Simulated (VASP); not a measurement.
Set up this calculation in VASP 6.6.1, as the native input.

| Item | Value |
| --- | --- |
| Task | single point |
| Functional | PBE |
| Potentials or basis | VASP PAW PBE potentials, release 64 (Ba_sv, Os) |
| Cutoff | 520 eV |
| k mesh | 8 × 8 × 8 |
| Occupations | tetrahedron |
| Spin | no spin polarisation |
| Dipole correction | no |
| Further INCAR settings | ALGO = Normal; EDIFF = 1e-06; NBANDS = 16 |

The structure of BaOs lies in POSCAR:

```
BaOs
1.0
    3.7279657443      0.0000000000      0.0000000000
    0.0000000000      3.7279657443      0.0000000000
    0.0000000000      0.0000000000      3.7279657443
Ba Os
1 1
Direct
    0.0000000000      0.0000000000      0.0000000000
    0.5000000000      0.5000000000      0.5000000000
```

These files were run (other wordings do the same):

INCAR

```
SYSTEM = BaOs
ALGO = Normal
EDIFF = 1E-6
ENCUT = 520
GGA = PE
ISIF = 2
ISMEAR = -5
LASPH = .True.
LCHARG = .True.
LELF = .True.
LREAL = .False.
LVHAR = .True.
LWAVE = .False.
NBANDS = 16
NELM = 80
PREC = Accurate
SIGMA = 0.1
```

KPOINTS

```
k-points
0
Gamma
  8 8 8
  0 0 0
```

Potentials or basis: VASP PAW PBE potentials, release 64 (Ba_sv, Os).

Launch:

```sh
$ cat potpaw_PBE.64/Ba_sv/POTCAR potpaw_PBE.64/Os/POTCAR > POTCAR
$ mpirun -np 1 vasp_std > vasp.out
```

It gave:

The pressure is 1.8 GPa and the band gap on the k mesh is zero (bands 9 and 10 overlap by 1.19 eV).

Caveat: spin-orbit coupling is left out, which moves the levels of the heavy elements; tetrahedron occupations give inexact forces and stress in metals.

Wall time 16 s on 1 thread of Intel(R) Xeon(R) Platinum 8488C (Sapphire Rapids), on a shared host, peak memory 0.17 GiB.
